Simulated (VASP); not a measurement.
Tc, 1 atom in the cell. Symmetry: Fm-3m, No. 225, cubic system. The conventional cell has a = 3.964 Å, b = 3.964 Å, c = 3.964 Å, α = 90.00°, β = 90.00°, γ = 90.00°. Tc (site symmetry m-3m) has 12 Tc at 2.80 Å within 3.7 Å.  This cell differs from its parent crystal: volume scaled by 1.05.

* Program: VASP 6.6.1
* Task: single point
* Functional: PBE
* Potentials or basis: VASP PAW PBE potentials, release 64 (Tc_pv)
* Cutoff: 520 eV
* k mesh: 18 × 18 × 18
* Occupations: fermi-dirac, width 0.03 eV
* Spin: no spin polarisation
* Dipole correction: no
* Further INCAR settings: ALGO = Normal; EDIFF = 1e-06; NBANDS = 12

Potentials or basis: VASP PAW PBE potentials, release 64 (Tc_pv).

Run with:

```sh
$ cat potpaw_PBE.64/Tc_pv/POTCAR > POTCAR
$ mpirun -np 1 vasp_std > vasp.out
```

Hardware: 1 thread of Intel(R) Xeon(R) Platinum 8259CL CPU @ 2.50GHz (Skylake/Cascade Lake), on a shared host.

Task: How long does it take, and how much memory?

Result: Wall time 18 s on 1 thread of Intel(R) Xeon(R) Platinum 8259CL CPU @ 2.50GHz (Skylake/Cascade Lake), on a shared host, peak memory 0.16 GiB. Counts: scf iterations 10, k points 195.
